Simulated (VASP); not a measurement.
**Zn: single point with PBE**

Zn:

```
CELL_PARAMETERS angstrom
0.00000 1.93751 1.93751
1.93751 0.00000 1.93751
1.93751 1.93751 0.00000
ATOMIC_POSITIONS crystal
Zn 0.00000 0.00000 0.00000
```

```json
{
 "Program": "VASP 6.6.1",
 "Task": "single point",
 "Functional": "PBE",
 "Potentials or basis": "VASP PAW PBE potentials, release 64 (Zn)",
 "Cutoff": "520 eV",
 "k mesh": "16 × 16 × 16",
 "Occupations": "fermi-dirac, width 0.0612256 eV",
 "Spin": "no spin polarisation"
}
```

```
Pressure               : 3.5 GPa
Band gap on the k mesh : zero (band 6 reaches 5.66 eV, above the bottom of band 7 at 2.08 eV)
```

Levels at points of the mesh, in eV from the Fermi level:
| k point | band 2 | band 3 | band 4 | band 5 | band 6 | band 7 | band 8 | band 9 | band 10 | band 11 |
| --- | --- | --- | --- | --- | --- | --- | --- | --- | --- | --- |
| (0.00, 0.00, 0.00) | -7.76 | -7.76 | -7.76 | -7.35 | -7.35 | 18.84 | 18.84 | 18.84 | 19.19 | 21.56 |
| (0.50, 0.00, 0.00) | -7.77 | -7.77 | -7.04 | -7.04 | -3.10 | -1.33 | 15.73 | 15.73 | 17.70 | 19.38 |
| (0.50, 0.50, 0.00) | -8.42 | -7.06 | -6.97 | -6.97 | -1.13 | 1.86 | 8.62 | 8.62 | 12.33 | 13.68 |

It took 7 s on 1 thread of Intel(R) Xeon(R) 6975P-C (Granite Rapids) (shared host), peak memory 0.14 GiB.
